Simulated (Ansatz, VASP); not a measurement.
# Br in VASP and in Ansatz

```
Br
1.0
     3.40751   -2.35311    0.00000
     3.40751    2.35311    0.00000
     0.00000    0.00000    8.81682
Br
4
Direct
  0.36510 0.63490 0.39010
  0.13490 0.86510 0.89010
  0.63490 0.36510 0.60990
  0.86510 0.13490 0.10990
```

Change from the starting cell: volume scaled by 1.04.

Alike in both runs: task single point; functional PBE; k mesh 7 × 7 × 3; occupations fermi-dirac, width 0.05 eV; no spin polarisation.

```csv
,VASP,Ansatz
version,VASP 6.6.1,Ansatz 0.2.0
potentials or method,"VASP PAW PBE potentials, release 64 (Br), cutoff 520 eV","all-electron LAPW, scalar-relativistic"
```

```tsv
	VASP	Ansatz	Ansatz less VASP
gap on the k mesh at the Fermi level (eV)	1.78	1.79	+0.008
least direct gap on the mesh (eV)	1.80	1.81	+0.008
pressure (GPa)	0.7	0.7	-0.01
traceless stress, the component that is largest in VASP (GPa)	-0.47	-0.47	+0.004
rms of the force components (eV/Å)	0.262	0.255	-0.0063
```

Atom by atom the forces differ by 0.006 eV/Å (rms over components). Ansatz ran all-electron here, and VASP with PAW potentials.
